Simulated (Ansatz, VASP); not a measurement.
InAs: VASP beside Ansatz

```
In As
1.0
     0.00000    2.99188    2.99188
     2.99188    0.00000    2.99188
     2.99188    2.99188    0.00000
In As
1 1
Cartesian
  0.0000 0.0000 0.0000
  1.4959 1.4959 1.4959
```

Alike in both runs: task single point; functional r2SCAN; k mesh 10 × 10 × 10; occupations gaussian, width 0.01 eV; no spin polarisation.

|  | VASP | Ansatz |
| --- | --- | --- |
| version | VASP 6.6.1 | Ansatz 0.2.0 |
| potentials or method | VASP PAW PBE potentials, release 64 (In_d, As), cutoff 520 eV | scalar-relativistic, plane waves, PAW |
| valence electrons in the cell | 18 | 28 |

```tsv
	VASP	Ansatz	Ansatz less VASP
gap on the k mesh at the Fermi level (eV)	0.43	0.42	-0.001
least direct gap on the mesh (eV)	0.43	0.42	-0.001
pressure (GPa)	4.1	4.1	0.00
```

VASP's potentials were made for PBE, not for r2SCAN. VASP's potentials hold 18 valence electrons a cell and Ansatz's 28, so a difference there can come from the potentials and not from the codes.
